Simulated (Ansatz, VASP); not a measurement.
## One calculation of Sc, two programs

The input INCAR:

```
  PREC = Accurate
  ENCUT = 520
  EDIFF = 1E-8
  ISMEAR = -1
  SIGMA = 0.08
  LREAL = F
  LASPH = T
  NELM = 80
  ALGO = Normal
  ISIF = 2
  LWAVE = F
  LCHARG = F
  LEFG = T
  NBANDS = 12
```

File KPOINTS:

```
Automatic mesh
0
Gamma
  13 13 13
```

File POSCAR:

```
Sc
1.0
    0.0000000000      2.3724822261      2.3724822261
    2.3724822261      0.0000000000      2.3724822261
    2.3724822261      2.3724822261      0.0000000000
Sc
1
Direct
    0.0000000000      0.0000000000      0.0000000000
```

Input for Ansatz:

```yaml
crystal:
  lattice:
    - [0.0, 2.3724822261, 2.3724822261]
    - [2.3724822261, 0.0, 2.3724822261]
    - [2.3724822261, 2.3724822261, 0.0]
  atoms:
    - { symbol: Sc, position: [0.0, 0.0, 0.0] }
kpoints:
  mp_grid: { grid: [13, 13, 13] }
scf:
  occupations: { method: fermi_dirac, width: 0.08 }
hamiltonian:
  xc: lda
  pseudopotentials: { kind: paw }
output:
  forces: true
  stress: true
  eigenvalues: true
  efg: { contact_densities: true }
```

Change from the starting cell: volume scaled by 1.06, PAW files.

Alike in both runs: task electric field gradients; functional LDA; k mesh 13 × 13 × 13; occupations fermi-dirac, width 0.08 eV; no spin polarisation.

```csv
,VASP,Ansatz
version,VASP 6.6.1,Ansatz 0.2.0
potentials or method,"VASP PAW LDA potentials, release 64 (Sc_sv)","PAW with Ansatz's default frozen-core files, scalar-relativistic"
plane-wave cutoff (eV),520,420
valence electrons in the cell,11,11
```

|  | VASP | Ansatz | Ansatz less VASP |
| --- | --- | --- | --- |
| pressure (GPa) | -7.6 | -7.6 | -0.02 |

LDA's correlation is that of Perdew and Zunger in VASP and of Perdew and Wang (1992) in Ansatz.
